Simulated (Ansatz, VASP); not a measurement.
**GaN in VASP and in Ansatz**

```
CELL_PARAMETERS angstrom
2.67178 0.00000 0.00000
0.00000 2.67178 0.00000
0.00000 0.00000 2.75489
ATOMIC_POSITIONS crystal
Ga 0.50000 0.50000 0.50000
N 0.00000 0.00000 0.00000
```

Alike in both runs: functional r2SCAN; k mesh 6 × 6 × 6; occupations gaussian, width 0.1 eV; collinear spin.

Ansatz relaxed the structure, and its values are those at the end. VASP's run is a single point on that final structure, the one shown.

|  | VASP | Ansatz |
| --- | --- | --- |
| version | VASP 6.6.1 | Ansatz 0.2.0 |
| potentials or method | VASP PAW PBE potentials, release 64 (Ga_d, N), cutoff 520 eV | scalar-relativistic, plane waves, PAW |
| valence electrons in the cell | 18 | 18 |

|  | VASP | Ansatz | Ansatz less VASP |
| --- | --- | --- | --- |
| gap on the k mesh at the Fermi level (eV) | none | none | - |
| pressure (GPa) | 0.4 | -0.1 | -0.49 |
| net moment per atom (μB) | 0.00 | 0.00 | 0.000 |

VASP's potentials were made for PBE, not for r2SCAN. A gap of «none» marks a metal or a gap that the smearing closes. Ansatz's warnings: seeded moment not kept.

The k mesh is coarse, so the values compare programs but aren't converged.
